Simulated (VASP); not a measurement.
# Al (I4mm) in VASP: a series of runs, part 2 of 2

VASP 6.6.1. Earlier steps stand in the parts before.

## (3) Relaxation of cell and atoms, PBE

The input, INCAR:

```
SYSTEM = Al
PREC = Accurate
ENCUT = 600
EDIFF = 1E-6
ISMEAR = 0
SIGMA = 0.1
LREAL = .FALSE.
LASPH = .TRUE.
NELM = 60
ALGO = Normal
ISIF = 3
LWAVE = .FALSE.
LCHARG = .FALSE.
GGA = PE
IBRION = 2
NSW = 90
EDIFFG = -0.04
```

The input, KPOINTS:

```
Automatic mesh
0
G
  6 6 6
  0 0 0
```

The input, POSCAR:

```
Al
1.0
   -2.3178077000      2.3178077000      2.2492382800
    2.3178077000     -2.3178077000      2.2492382800
    2.3178077000      2.3178077000     -2.2492382800
Al
3
Direct
    0.5612900400      0.5612900400      0.0000000000
    0.3582851500      0.8582851500      0.5000000000
    0.8582851500      0.3582851500      0.5000000000
```

Potentials or basis: VASP PAW PBE potentials, release 64 (Al).

Run with:

```bash
cat potpaw_PBE.64/Al/POTCAR > POTCAR
mpirun -np 1 vasp_std > vasp.out
```

OUTCAR:

```text
SYSTEM = Al
   PREC = Accurate
   ENCUT = 600
   EDIFF = 1E-6
   ISMEAR = 0
   LREAL = .FALSE.
   LASPH = .TRUE.
   NELM = 60
   ISIF = 3
   GGA = PE
   IBRION = 2
   NSW = 90
   EDIFFG = -0.04

 ion  position               nearest neighbor table
   1  0.561  0.561  0.000-   2 2.49   3 2.49   2 2.49   3 2.49   2 2.68   3 2.68   2 2.68   3 2.68

   2  0.358  0.858  0.500-   3 2.25   3 2.25   1 2.49   1 2.49   1 2.68   1 2.68   3 3.28   3 3.28
                             3 3.28   3 3.28
   3  0.858  0.358  0.500-   2 2.25   2 2.25   1 2.49   1 2.49   1 2.68   1 2.68   2 3.28   2 3.28
                             2 3.28   2 3.28

  LATTYP: Found a body centered tetragonal cell.
 ALAT       =     4.6356154000
 C/A-ratio  =     0.9704162602

  Lattice vectors:

 A1 = (  -2.3178077000,   2.3178077000,   2.2492382800)
 A2 = (   2.3178077000,  -2.3178077000,   2.2492382800)
 A3 = (   2.3178077000,   2.3178077000,  -2.2492382800)

Analysis of symmetry for initial positions (statically):
=====================================================================
 Subroutine PRICEL returns:
 Original cell was already a primitive cell.

 Routine SETGRP: Setting up the symmetry group for a
 body centered tetragonal supercell.

 Subroutine GETGRP returns: Found  8 space group operations
 (whereof  8 operations were pure point group operations)
 out of a pool of 16 trial point group operations.

The static configuration has the point symmetry C_4v.

Analysis of symmetry for dynamics (positions and initial velocities):
=====================================================================
 Subroutine PRICEL returns:
 Original cell was already a primitive cell.

 Routine SETGRP: Setting up the symmetry group for a
 body centered tetragonal supercell.

 Subroutine GETGRP returns: Found  8 space group operations
 (whereof  8 operations were pure point group operations)
 out of a pool of 16 trial point group operations.

The dynamic configuration has the point symmetry C_4v.

 Subroutine INISYM returns: Found  8 space group operations
 (whereof  8 operations are pure point group operations),
 and found     1 'primitive' translations

----------------------------------------------------------------------------------------

                                     Primitive cell

  volume of cell :      48.3337

  direct lattice vectors                    reciprocal lattice vectors
    -2.317807700  2.317807700  2.249238280     0.000000000  0.215721089  0.222297479
     2.317807700 -2.317807700  2.249238280     0.215721089  0.000000000  0.222297479
     2.317807700  2.317807700 -2.249238280     0.215721089  0.215721089  0.000000000

  length of vectors
     3.975366387  3.975366387  3.975366387     0.309760807  0.309760807  0.305075689

  position of ions in fractional coordinates (direct lattice)
     0.561290040  0.561290040  0.000000000
     0.358285150  0.858285150  0.500000000
     0.858285150  0.358285150  0.500000000

  ion indices of the primitive-cell ions
   primitive index   ion index
                 1           1
                 2           2
                 3           3

----------------------------------------------------------------------------------------

 KPOINTS: Automatic mesh

Automatic generation of k-mesh.
 Grid dimensions read from file:
 generate k-points for:    6    6    6

 Generating k-lattice:

  Cartesian coordinates                     Fractional coordinates (reciprocal lattice)
     0.000000000  0.035953515  0.037049580     0.166666667  0.000000000  0.000000000
     0.035953515  0.000000000  0.037049580     0.000000000  0.166666667  0.000000000
     0.035953515  0.035953515  0.000000000     0.000000000  0.000000000  0.166666667

  Length of vectors
     0.051626801  0.051626801  0.050845948

  Shift w.r.t. Gamma in fractional coordinates (k-lattice)
     0.000000000  0.000000000  0.000000000

 Subroutine IBZKPT returns following result:
 ===========================================

 Found     30 irreducible k-points:

 Following reciprocal coordinates:
            Coordinates               Weight
  0.000000  0.000000  0.000000      1.000000
  0.166667  0.000000 -0.000000      8.000000
  0.333333  0.000000  0.000000      8.000000
  0.500000  0.000000 -0.000000      4.000000
  0.166667  0.166667  0.000000      8.000000
  0.333333  0.166667 -0.000000     16.000000
[... 16 lines left out ...]
 -0.333333 -0.333333  0.166667      8.000000
 -0.166667 -0.333333  0.166667      8.000000
 [... further k-points ...]
   k-points           NKPTS =     30   k-points in BZ     NKDIM =     30   number of bands    NBANDS=      8
   number of dos      NEDOS =    301   number of ions     NIONS =      3
   total plane-waves  NPLWV =  32768
   dimension x,y,z NGX =    32 NGY =   32 NGZ =   32
   dimension x,y,z NGXF=    64 NGYF=   64 NGZF=   64
   ions per type =               3
   NGX,Y,Z   is equivalent  to a cutoff of  13.38, 13.38, 13.38 a.u.
   NGXF,Y,Z  is equivalent  to a cutoff of  26.76, 26.76, 26.76 a.u.
 SYSTEM =  Al
   PREC   = accura    normal or accurate (medium, high low for compatibility)
   ISTART =      0    job   : 0-new  1-cont  2-samecut
   ICHARG =      2    charge: 1-file 2-atom 10-const
   ISPIN  =      1    spin polarized calculation?
   LNONCOLLINEAR =      F non collinear calculations
   LSORBIT =      F    spin-orbit coupling
   LASPH  =      T    aspherical Exc in radial PAW
   ENCUT  =  600.0 eV  44.10 Ry    6.64 a.u.   7.94  7.94  7.94*2*pi/ulx,y,z
   NELM   =     60;   NELMIN=  2; NELMDL= -5     # of ELM steps
   EDIFF  = 0.1E-05   stopping-criterion for ELM
   LREAL  =      F    real-space projection
   EDIFFG = -.4E-01   stopping-criterion for IOM
   NSW    =     90    number of steps for IOM
   IBRION =      2    ionic relax: 0-MD 1-quasi-New 2-CG
   NFREE  =      1    steps in history (QN), initial steepest desc. (CG)
   ISIF   =      3    stress and relaxation
   ISYM   =      2    0-nonsym 1-usesym 2-fastsym
   POTIM  = 0.5000    time-step for ionic-motion
   TEBEG  =    0.0;   TEEND  =   0.0 temperature during run
   PSTRESS=    0.0 pullay stress
   NELECT =       9.0000    total number of electrons
   NUPDOWN=      -1.0000    fix difference up-down
   EMIN   =  10.00;   EMAX   =-10.00  energy-range for DOS
   EFERMI =   0.00;   METHOD = LEGACY
   ISMEAR =     0;   SIGMA  =   0.10  broadening in eV -4-tet -1-fermi 0-gaus
   EFERMI_NEDOS =   21; number of points for ismear=-14 and -15
   IALGO  =     38    algorithm
   IMIX   =      4    mixing-type and parameters
     AMIX     =   0.40;   BMIX     =  1.00
     AMIX_MAG =   1.60;   BMIX_MAG =  1.00
  volume/ion in A,a.u.               =      16.11       108.72
  Fermi-wavevector in a.u.,A,eV,Ry     =   0.934844  1.766598 11.890572  0.873932
  Thomas-Fermi vector in A             =   2.061690
   LORBIT       =      0    0 simple, 1 ext, 2 COOP (PROOUT), +10 PAW based schemes
   GGA     = PE    functional components
   LHFCALC =     F    Hartree Fock is set to
   AEXX    =    0.0000 exact exchange contribution
   IVDW    =     0    specifies the selected vdW correction
   LEPSILON=     F    determine dielectric tensor
   LRPA    =     F    only Hartree local field effects (RPA)
 conjugate gradient relaxation of ions
 non-spin polarized calculation
 Gauss-broadening in eV      SIGMA  =   0.10
  energy-cutoff  :      600.00
  volume of cell :       48.33
 maximum number of plane-waves:      1636
   NGX = 15   NGY = 15   NGZ = 15

--------------------------------------- Ionic step        1  -------------------------------------------

 number of electron       9.0000000 magnetization

 Free energy of the ion-electron system (eV)
  ---------------------------------------------------
  ext. energy  EPLUGINS =         0.00000000
  ---------------------------------------------------
  free energy    TOTEN  =        -8.96352537 eV

  energy without entropy =       -8.95215563  energy(sigma->0) =       -8.95784050

 E-fermi :   7.7614     XC(G=0): -10.1289

 val. band max:        7.7522375637   @ k =  -0.1667  -0.3333   0.1667
 cond. band min:       7.7991983233   @ k =   0.1667   0.1667   0.0000
 fundamental gap:      0.0469607596
 Fermi energy:         7.7613787412

 k-point     1 :       0.0000    0.0000    0.0000
  band No.  band energies     occupation
      1      -3.3617      2.00000
      2       7.0801      2.00000
      3       7.8505      0.20756
      4       7.8505      0.20756
      5      10.1011      0.00000
      6      10.1011      0.00000
      7      10.3523      0.00000
      8      10.4913      0.00000
[... 357 lines left out ...]
  FREE ENERGIE OF THE ION-ELECTRON SYSTEM (eV)
  ---------------------------------------------------
  free  energy   TOTEN  =       -10.4618008097 eV

  energy  without entropy=      -10.4560174626  energy(sigma->0) =      -10.45890914

[... ionic steps 4 to 14 ...]

--------------------------------------- Ionic step       15  -------------------------------------------

 number of electron       9.0000000 magnetization

------------------------ aborting loop because EDIFF is reached ----------------------------------------
[... 69 lines left out ...]
--------------------------------------- Ionic step       17  -------------------------------------------

 number of electron       9.0000000 magnetization

 Free energy of the ion-electron system (eV)
  ---------------------------------------------------
  ext. energy  EPLUGINS =         0.00000000
  ---------------------------------------------------
  free energy    TOTEN  =       -10.72404587 eV

  energy without entropy =      -10.72132798  energy(sigma->0) =      -10.72268692

 E-fermi :   6.0031     XC(G=0):  -9.3773

 val. band max:        5.9805387471   @ k =   0.5000   0.5000   0.3333
 cond. band min:       6.1646869063   @ k =   0.5000   0.0000  -0.0000
 fundamental gap:      0.1841481592
 Fermi energy:         6.0031326251

 k-point     1 :       0.0000    0.0000    0.0000
  band No.  band energies     occupation
      1      -4.0142      2.00000
      2       6.2388      0.00086
      3       6.2388      0.00086
      4       6.2647      0.00022
      5       6.6959      0.00000
      6       6.7201      0.00000
      7       6.7201      0.00000
      8       7.7345      0.00000
[... 283 lines left out ...]
  FREE ENERGIE OF THE ION-ELECTRON SYSTEM (eV)
  ---------------------------------------------------
  free  energy   TOTEN  =       -10.7240458707 eV

  energy  without entropy=      -10.7213279777  energy(sigma->0) =      -10.72268692

 reached required accuracy - stopping structural energy minimisation
```

OSZICAR:

```text
N       E                     dE             d eps       ncg     rms          rms(c)
DAV:   1     0.102678244784E+02    0.10268E+02   -0.36026E+03   480   0.942E+02
DAV:   2    -0.895427680017E+01   -0.19222E+02   -0.18911E+02   696   0.853E+01
DAV:   3    -0.913730496261E+01   -0.18303E+00   -0.17281E+00   680   0.108E+01
DAV:   4    -0.913875905998E+01   -0.14541E-02   -0.14405E-02   696   0.846E-01
[... 128 lines left out ...]
       N       E                     dE             d eps       ncg     rms          rms(c)
DAV:   1    -0.107241419933E+02   -0.69329E-03   -0.13171E-02   584   0.755E-01    0.661E-02
DAV:   2    -0.107240824053E+02    0.59588E-04   -0.25602E-04   648   0.127E-01    0.291E-02
DAV:   3    -0.107240465330E+02    0.35872E-04   -0.75915E-05   624   0.454E-02    0.819E-03
DAV:   4    -0.107240458707E+02    0.66229E-06   -0.37634E-06   544   0.149E-02
  17 F= -.10724046E+02 E0= -.10722687E+02  d E =-.906095E-03
```

CONTCAR:

```text
Al
   1.00000000000000
    -2.1867886584276852    2.1867886584276852    3.1036390405607110
     2.1867886584276852   -2.1867886584276852    3.1036390405607110
     2.1867886584276852    2.1867886584276852   -3.1036390405607110
  Al
     3
Direct
     0.5931532603305982    0.5931532603305982    0.0000000000000000
     0.3423535398347027    0.8423535398347027    0.5000000000000000
     0.8423535398347027    0.3423535398347027    0.5000000000000000

  0.00000000E+00  0.00000000E+00  0.00000000E+00
  0.00000000E+00  0.00000000E+00  0.00000000E+00
  0.00000000E+00  0.00000000E+00  0.00000000E+00
```

Wall time 2.8 min (1 thread of Intel Xeon 8259CL, shared host); peak memory 0.17 GiB.

What came out:

```
Free energy                           : -10.7240 eV
Relaxed volume                        : 19.79 Å³/atom
Relaxed cell                          : a = 4.381 Å, b = 4.381 Å, c = 4.381 Å, α = 120.12°, β = 120.12°, γ = 89.80°
Space group after relaxing (to 0.1 Å) : Fm-3m (No. 225)
Energy gained by relaxing             : 586.8 meV/atom
Ionic steps                           : 17
Pressure after relaxing               : 0.0 GPa
Largest force after relaxing          : 0.031 eV/Å
Band gap on the k mesh                : zero (an odd number of electrons rules out a gap without spin polarisation)
```

Forces on the atoms (eV/Å):
```
Al   0.000  0.000 -0.031
Al   0.000  0.000  0.015
Al   0.000  0.000  0.015
```

Step by step:
```
step  energy change (eV)  largest force (eV/Å)  pressure (GPa)  volume (Å³)
   1              0.0000                1.1302           28.78        48.33
   2             -1.3703                0.3969           -6.58        70.90
   3             -1.4983                0.5840           -1.38        63.24
   4             -1.5024                0.5493           -2.67        64.68
   5             -1.5028                0.5578           -2.37        64.33
   6             -1.6181                0.5546           -1.14        62.15
   7             -1.6554                0.5240            0.00        60.70
   8             -1.7131                0.3785            2.58        57.74
   9             -1.7479                0.0374           -0.49        60.13
  10             -1.7480                0.0246           -0.60        60.23
  11             -1.7524                0.0502           -0.37        59.83
  12             -1.7508                0.3169            0.92        58.59
  13             -1.7553                0.1500            0.03        59.35
  14             -1.7590                0.1080            0.28        59.10
  15             -1.7596                0.0793            0.46        58.93
  16             -1.7599                0.0076           -0.43        59.73
  17             -1.7605                0.0308           -0.04        59.37
```

Final structure:
```cif
data_structure
_symmetry_space_group_name_H-M 'P 1'
_symmetry_Int_Tables_number 1
_cell_length_a 4.3814
_cell_length_b 4.3814
_cell_length_c 4.3814
_cell_angle_alpha 120.118
_cell_angle_beta 120.118
_cell_angle_gamma 89.796
_cell_volume 59.37
loop_
_atom_site_label
_atom_site_type_symbol
_atom_site_fract_x
_atom_site_fract_y
_atom_site_fract_z
_atom_site_occupancy
Al1 Al 0.59315 0.59315 0.00000 1
Al2 Al 0.34235 0.84235 0.50000 1
Al3 Al 0.84235 0.34235 0.50000 1
```

Caveat: the volume moved by over 15 % at a fixed basis, so the end points are rough.
